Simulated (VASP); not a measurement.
# Al2O3 (P-6m2) in VASP: single point with PBEsol

Aim: the single point of Al2O3 with PBEsol.

Everything below comes from runs of VASP 6.6.1. Logs are shortened: lines on timing, memory, paths and dates and some standing lists are left out, and cuts for length are marked.

**1. The cell of the first run**

The structure is hexagonal, space group P-6m2 (No. 187). Conventional cell: a = 2.884 Å, b = 2.884 Å, c = 9.337 Å, α = 90.00°, β = 90.00°, γ = 120.00°. Within 2.4 Å of Al (site symmetry 3m) lie 6 O at 1.80 to 2.18 Å. O (site symmetry 3m) has 3 Al at 1.80 Å within 2.4 Å. Within 2.9 Å of O (site symmetry -6m2) lie 6 Al at 2.18 Å and 12 O at 2.66 to 2.88 Å.

**2. Single point, PBEsol**

Contents of INCAR:

```
SYSTEM = Al2O3
  PREC = Accurate
  ENCUT = 520
  EDIFF = 1E-6
  ISMEAR = 0
  SIGMA = 0.01
  LREAL = .FALSE.
  LASPH = .TRUE.
  NELM = 100
  ALGO = Normal
  ISIF = 2
  LWAVE = .FALSE.
  LCHARG = .TRUE.
  GGA = PS
  LELF = .TRUE.
  LVHAR = .TRUE.
  NBANDS = 20
```

Contents of KPOINTS:

```
regular mesh
0
G
  12 12 4
  0 0 0
```

Contents of POSCAR:

```
Al2O3
1.0
    2.8843250000      0.0000000000      0.0000000000
   -1.4421620000      2.4978990000      0.0000000000
    0.0000000000      0.0000000000      9.3367540000
Al O
2 3
Direct
    0.0000000000      0.0000000000      0.1499920000
    0.0000000000      0.0000000000      0.8500080000
    0.3333333333      0.6666666667      0.2223170000
    0.6666666667      0.3333333333      0.0000000000
    0.3333333333      0.6666666667      0.7776830000
```

Potentials or basis: VASP PAW PBE potentials, release 64 (Al, O).

The run is started by

```sh
$ cat potpaw_PBE.64/Al/POTCAR potpaw_PBE.64/O/POTCAR > POTCAR
$ mpirun -np 1 vasp_std > vasp.out
```

OUTCAR:

```text
SYSTEM = Al2O3
   PREC = Accurate
   ENCUT = 520
   EDIFF = 1E-6
   ISMEAR = 0
   LREAL = .FALSE.
   LASPH = .TRUE.
   NELM = 100
   ISIF = 2
   GGA = PS

 ion  position               nearest neighbor table
   1  0.000  0.000  0.150-   3 1.80   3 1.80   3 1.80   4 2.18   4 2.18   4 2.18   2 2.80
   2  0.000  0.000  0.850-   5 1.80   5 1.80   5 1.80   4 2.18   4 2.18   4 2.18   1 2.80
   3  0.333  0.667  0.222-   1 1.80   1 1.80   1 1.80
   4  0.667  0.333  0.000-   1 2.18   2 2.18   1 2.18   2 2.18   1 2.18   2 2.18
   5  0.333  0.667  0.778-   2 1.80   2 1.80   2 1.80

  LATTYP: Found a hexagonal cell.
 ALAT       =     2.8843250000
 C/A-ratio  =     3.2370672514

  Lattice vectors:

 A1 = (   2.8843250000,   0.0000000000,   0.0000000000)
 A2 = (  -1.4421620000,   2.4978990000,   0.0000000000)
 A3 = (   0.0000000000,   0.0000000000,   9.3367540000)

Analysis of symmetry for initial positions (statically):
=====================================================================
 Subroutine PRICEL returns:
 Original cell was already a primitive cell.

 Routine SETGRP: Setting up the symmetry group for a
 hexagonal supercell.

 Subroutine GETGRP returns: Found 12 space group operations
 (whereof 12 operations were pure point group operations)
 out of a pool of 24 trial point group operations.

The static configuration has the point symmetry D_3h.

Analysis of symmetry for dynamics (positions and initial velocities):
=====================================================================
 Subroutine PRICEL returns:
 Original cell was already a primitive cell.

 Routine SETGRP: Setting up the symmetry group for a
 hexagonal supercell.

 Subroutine GETGRP returns: Found 12 space group operations
 (whereof 12 operations were pure point group operations)
 out of a pool of 24 trial point group operations.

The dynamic configuration has the point symmetry D_3h.

 Subroutine INISYM returns: Found 12 space group operations
 (whereof 12 operations are pure point group operations),
 and found     1 'primitive' translations

----------------------------------------------------------------------------------------

                                     Primitive cell

  volume of cell :      67.2690

  direct lattice vectors                    reciprocal lattice vectors
     2.884325000  0.000000000  0.000000000     0.346701568  0.200168152  0.000000000
    -1.442162000  2.497899000  0.000000000     0.000000000  0.400336443  0.000000000
     0.000000000  0.000000000  9.336754000     0.000000000  0.000000000  0.107103604

  length of vectors
     2.884325000  2.884324990  9.336754000     0.400336441  0.400336443  0.107103604

  position of ions in fractional coordinates (direct lattice)
     0.000000000  0.000000000  0.149992000
     0.000000000  0.000000000  0.850008000
     0.333333333  0.666666667  0.222317000
     0.666666667  0.333333333  0.000000000
     0.333333333  0.666666667  0.777683000

  ion indices of the primitive-cell ions
   primitive index   ion index
                 1           1
                 2           2
                 3           3
                 4           4
                 5           5

----------------------------------------------------------------------------------------

 KPOINTS: regular mesh

Automatic generation of k-mesh.
 Grid dimensions read from file:
 generate k-points for:   12   12    4

 Generating k-lattice:

  Cartesian coordinates                     Fractional coordinates (reciprocal lattice)
     0.028891797  0.016680679  0.000000000     0.083333333  0.000000000  0.000000000
     0.000000000  0.033361370  0.000000000     0.000000000  0.083333333  0.000000000
     0.000000000  0.000000000  0.026775901     0.000000000  0.000000000  0.250000000

  Length of vectors
     0.033361370  0.033361370  0.026775901

  Shift w.r.t. Gamma in fractional coordinates (k-lattice)
     0.000000000  0.000000000  0.000000000

 Subroutine IBZKPT returns following result:
 ===========================================

 Found     57 irreducible k-points:

 Following reciprocal coordinates:
            Coordinates               Weight
  0.000000  0.000000  0.000000      1.000000
  0.083333  0.000000  0.000000      6.000000
  0.166667  0.000000  0.000000      6.000000
  0.250000 -0.000000  0.000000      6.000000
  0.333333 -0.000000  0.000000      6.000000
  0.416667  0.000000  0.000000      6.000000
[... 16 lines left out ...]
  0.250000 -0.000000  0.250000     12.000000
  0.333333 -0.000000  0.250000     12.000000
 [... further k-points ...]
   k-points           NKPTS =     57   k-points in BZ     NKDIM =     57   number of bands    NBANDS=     20
   number of dos      NEDOS =    301   number of ions     NIONS =      5
   total plane-waves  NPLWV =  40320
   dimension x,y,z NGX =    24 NGY =   24 NGZ =   70
   dimension x,y,z NGXF=    48 NGYF=   48 NGZF=  140
   ions per type =               2   3
   NGX,Y,Z   is equivalent  to a cutoff of  13.83, 13.83, 12.46 a.u.
   NGXF,Y,Z  is equivalent  to a cutoff of  27.67, 27.67, 24.93 a.u.
 SYSTEM =  Al2O3
   PREC   = accura    normal or accurate (medium, high low for compatibility)
   ISTART =      0    job   : 0-new  1-cont  2-samecut
   ICHARG =      2    charge: 1-file 2-atom 10-const
   ISPIN  =      1    spin polarized calculation?
   LNONCOLLINEAR =      F non collinear calculations
   LSORBIT =      F    spin-orbit coupling
   LASPH  =      T    aspherical Exc in radial PAW
   ENCUT  =  520.0 eV  38.22 Ry    6.18 a.u.   5.36  5.36 17.36*2*pi/ulx,y,z
   NELM   =    100;   NELMIN=  2; NELMDL= -5     # of ELM steps
   EDIFF  = 0.1E-05   stopping-criterion for ELM
   LREAL  =      F    real-space projection
   EDIFFG = 0.1E-04   stopping-criterion for IOM
   NSW    =      0    number of steps for IOM
   IBRION =     -1    ionic relax: 0-MD 1-quasi-New 2-CG
   NFREE  =      0    steps in history (QN), initial steepest desc. (CG)
   ISIF   =      2    stress and relaxation
   ISYM   =      2    0-nonsym 1-usesym 2-fastsym
   POTIM  = 0.5000    time-step for ionic-motion
   TEBEG  =    0.0;   TEEND  =   0.0 temperature during run
   PSTRESS=    0.0 pullay stress
   NELECT =      24.0000    total number of electrons
   NUPDOWN=      -1.0000    fix difference up-down
   EMIN   =  10.00;   EMAX   =-10.00  energy-range for DOS
   EFERMI =   0.00;   METHOD = LEGACY
   ISMEAR =     0;   SIGMA  =   0.01  broadening in eV -4-tet -1-fermi 0-gaus
   EFERMI_NEDOS =   21; number of points for ismear=-14 and -15
   IALGO  =     38    algorithm
   IMIX   =      4    mixing-type and parameters
     AMIX     =   0.40;   BMIX     =  1.00
     AMIX_MAG =   1.60;   BMIX_MAG =  1.00
  volume/ion in A,a.u.               =      13.45        90.79
  Fermi-wavevector in a.u.,A,eV,Ry     =   1.161111  2.194181 18.343072  1.348178
  Thomas-Fermi vector in A             =   2.297686
   LORBIT       =      0    0 simple, 1 ext, 2 COOP (PROOUT), +10 PAW based schemes
   GGA     = PS    functional components
   LHFCALC =     F    Hartree Fock is set to
   AEXX    =    0.0000 exact exchange contribution
   IVDW    =     0    specifies the selected vdW correction
   LEPSILON=     F    determine dielectric tensor
   LRPA    =     F    only Hartree local field effects (RPA)
 non-spin polarized calculation
 Gauss-broadening in eV      SIGMA  =   0.01
  energy-cutoff  :      520.00
  volume of cell :       67.27
 maximum number of plane-waves:      1853
 NGX is ok and might be reduce to    24
   NGX = 11   NGY = 11   NGZ = 35

 number of electron      23.9999983 magnetization

 Free energy of the ion-electron system (eV)
  ---------------------------------------------------
  ext. energy  EPLUGINS =         0.00000000
  ---------------------------------------------------
  free energy    TOTEN  =       -38.13132515 eV

  energy without entropy =      -38.13132515  energy(sigma->0) =      -38.13132515

 E-fermi :   0.8505     XC(G=0):  -8.6146

 val. band max:        0.8007390717   @ k =   0.1667   0.0000   0.0000
 cond. band min:       5.5436334151   @ k =   0.0000   0.0000   0.0000
 fundamental gap:      4.7428943434
 Fermi energy:         0.8504800222

 k-point     1 :       0.0000    0.0000    0.0000
  band No.  band energies     occupation
      1     -17.8477      2.00000
      2     -16.8126      2.00000
      3     -15.6089      2.00000
      4      -4.1998      2.00000
      5      -1.3277      2.00000
      6      -0.6827      2.00000
[... 12 lines left out ...]
     19      15.5541      0.00000
     20      15.5595      0.00000

 k-point     2 :       0.0833    0.0000    0.0000
  band No.  band energies     occupation
      1     -17.7621      2.00000
      2     -16.7482      2.00000
      3     -15.5771      2.00000
      4      -4.1497      2.00000
      5      -1.5351      2.00000
      6      -0.8749      2.00000
[... 12 lines left out ...]
     19      14.8025      0.00000
     20      15.7319      0.00000

 k-point     3 :       0.1667    0.0000    0.0000
  band No.  band energies     occupation
      1     -17.5144      2.00000
      2     -16.5662      2.00000
      3     -15.4937      2.00000
      4      -4.0504      2.00000
      5      -2.2552      2.00000
      6      -1.5251      2.00000
[... 12 lines left out ...]
     19      13.9437      0.00000
     20      14.8275      0.00000

 k-point     4 :       0.2500   -0.0000    0.0000
  band No.  band energies     occupation
      1     -17.1353      2.00000
      2     -16.3025      2.00000
      3     -15.3952      2.00000
      4      -4.0983      2.00000
      5      -3.2816      2.00000
      6      -2.2484      2.00000
[... 429 lines left out ...]
 k-point    23 :       0.2500   -0.0000    0.2500
  band No.  band energies     occupation
      1     -17.1352      2.00000
      2     -16.3026      2.00000
      3     -15.3950      2.00000
      4      -4.0986      2.00000
      5      -3.2806      2.00000
      6      -2.2472      2.00000
[... 12 lines left out ...]
     19      13.3683      0.00000
     20      14.5046      0.00000

 k-point    24 :       0.3333   -0.0000    0.2500
  band No.  band energies     occupation
      1     -16.6819      2.00000
      2     -16.0183      2.00000
      3     -15.3372      2.00000
      4      -4.4625      2.00000
      5      -4.2570      2.00000
      6      -2.9577      2.00000
[... 12 lines left out ...]
     19      13.5621      0.00000
     20      14.7392      0.00000

 [... further k-points ...]
[... 5 lines left out ...]
  --------------------------------------------------------------------------------------
  -------------------------------------------------------------------------------------
  Total       -1.2764504     -1.2764507     -0.9139501     -0.0000003      0.0000000      0.0000000
  in kB      -30.4018180    -30.4018248    -21.7679770     -0.0000061      0.0000000      0.0000000
  external PRESSURE =     -27.5238733 kB  Pullay stress =       0.0000000 kB

 VOLUME and BASIS-vectors are now :
 -----------------------------------------------------------------------------
  energy-cutoff  :      520.00
  volume of cell :       67.27
      direct lattice vectors                 reciprocal lattice vectors
     2.884325000  0.000000000  0.000000000     0.346701568  0.200168152  0.000000000
    -1.442162000  2.497899000  0.000000000     0.000000000  0.400336443  0.000000000
     0.000000000  0.000000000  9.336754000     0.000000000  0.000000000  0.107103604

 POSITION                                       TOTAL-FORCE (eV/Angst)
 -----------------------------------------------------------------------------------
      0.00000      0.00000      1.40044        -0.000000      0.000000     -0.086425
      0.00000      0.00000      7.93632        -0.000000      0.000000      0.086425
      0.00000      1.66527      2.07572         0.000000     -0.000000     -0.143473
      1.44216      0.83263      0.00000        -0.000000     -0.000000      0.000000
      0.00000      1.66527      7.26103         0.000000     -0.000000      0.143473
 -----------------------------------------------------------------------------------
    total drift:                                0.000024     -0.000014      0.000000

  FREE ENERGIE OF THE ION-ELECTRON SYSTEM (eV)
  ---------------------------------------------------
  free  energy   TOTEN  =       -38.1313251496 eV

  energy  without entropy=      -38.1313251496  energy(sigma->0) =      -38.13132515
```

Wall time 39 s (1 thread of Intel Xeon 6975P-C (Granite Rapids), shared host); peak memory 0.22 GiB.

Results:

- Free energy: -38.1313 eV
- Pressure: -2.8 GPa
- Largest force: 0.143 eV/Å
- Band gap on the k mesh: 4.74 eV, indirect (least direct gap 4.98 eV)

Forces in eV/Å, atoms in the order of the input:
```
Al   0.000  0.000 -0.086
Al   0.000  0.000  0.086
O    0.000  0.000 -0.143
O    0.000  0.000  0.000
O    0.000  0.000  0.143
```

Caveat: the PAW data sets were made with another functional, which shifts forces and pressure a little. A k mesh can miss the band edges.
